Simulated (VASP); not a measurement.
Wanted: the native input for a VASP 6.6.1 run.

- Task: single point
- Functional: PBE
- Potentials or basis: VASP PAW PBE potentials, release 64 (W_sv, C)
- Cutoff: 520 eV
- k mesh: 18 × 18 × 16
- Occupations: gaussian, width 0.15 eV
- Spin: no spin polarisation
- Dipole correction: no
- Further INCAR settings: ALGO = Normal; EDIFF = 1e-06; NBANDS = 16

The structure of WC lies in POSCAR:

```
WC
1.0
    2.9005014360      0.0000000000      0.0000000000
   -1.4502507180      2.5119079273      0.0000000000
    0.0000000000      0.0000000000      2.9421600000
W C
1 1
Direct
    0.0000000000      0.0000000000      0.0000000000
    0.6666666667      0.3333333333      0.5000000000
```

This cell differs from its parent crystal: strain +0.000 along x and y, +0.040 along z.

One way to write it, as run:

INCAR

```
SYSTEM = WC
PREC = Accurate
ENCUT = 520
EDIFF = 1E-6
ISMEAR = 0
SIGMA = 0.15
LREAL = .False.
LASPH = .True.
NELM = 100
ALGO = Normal
ISIF = 2
LWAVE = .False.
LCHARG = .True.
GGA = PE
LELF = .True.
LVHAR = .True.
NBANDS = 16
```

KPOINTS

```
regular mesh
0
Gamma
  18 18 16
  0 0 0
```

Potentials or basis: VASP PAW PBE potentials, release 64 (W_sv, C).

Launch:

```bash
$ cat potpaw_PBE.64/W_sv/POTCAR potpaw_PBE.64/C/POTCAR > POTCAR
$ mpirun -np 1 vasp_std > vasp.out
```

It gave:

The pressure is -7.0 GPa. The band gap on the k mesh is zero (bands 9 and 10 overlap by 1.21 eV).

Caveat: the cell differs from its parent crystal (strain +0.000 along x and y, +0.040 along z); the cell stands under tension; spin-orbit coupling is left out, which moves the levels of the heavy elements.

It took 89 s on 1 thread of Intel Xeon 8259CL, on a shared host, peak memory 0.23 GiB.
